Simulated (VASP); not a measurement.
A run of VASP 6.6.1 is set up as follows.

Contents of POSCAR:

```
NaI
1.0
    4.5046454743      0.0000000000      0.0000000000
   -2.2523227371      3.9011374158      0.0000000000
    0.0000000000      0.0000000000      7.6757023169
Na I
2 2
Direct
    0.0000000000      0.0000000000      0.0000000000
    0.0000000000      0.0000000000      0.5000000000
    0.3333333333      0.6666666667      0.2500000000
    0.6666666667      0.3333333333      0.7500000000
```

Contents of INCAR.step1:

```
  ALGO = Normal
  EDIFF = 1E-4
  ENCUT = 520
  GGA = PE
  ISMEAR = 0
  LASPH = True
  LCHARG = False
  LREAL = False
  LWAVE = True
  NBANDS = 22
  NELM = 60
  PREC = Accurate
  SIGMA = 0.01
```

The input INCAR.step2:

```
  ALGO = Normal
  EDIFF = 1E-6
  ENCUT = 520
  ISIF = 2
  ISMEAR = 0
  ISTART = 1
  LASPH = True
  LCHARG = True
  LELF = True
  LMIXTAU = True
  LREAL = False
  LVHAR = True
  LWAVE = False
  METAGGA = R2SCAN
  NBANDS = 22
  NELM = 60
  PREC = Accurate
  SIGMA = 0.01
```

File KPOINTS:

```
k-points
0
Gamma
  6 6 4
```

Potentials or basis: VASP PAW PBE potentials, release 64 (Na_pv, I).

Command:

```console
$ cat potpaw_PBE.64/Na_pv/POTCAR potpaw_PBE.64/I/POTCAR > POTCAR
$ cp INCAR.step1 INCAR
$ mpirun -np 1 vasp_std > vasp.out
$ cp INCAR.step2 INCAR
$ mpirun -np 1 vasp_std > vasp.out
```

Estimate the band gap on the k mesh.

4.36 eV, direct.

Estimate the pressure.

-0.1 GPa.

Caveat: the PAW data sets were made with another functional, which shifts forces and pressure a little; spin-orbit coupling is left out, which moves the levels of the heavy elements. r2SCAN opens gaps a little over a GGA but as a rule still falls short of measured ones.
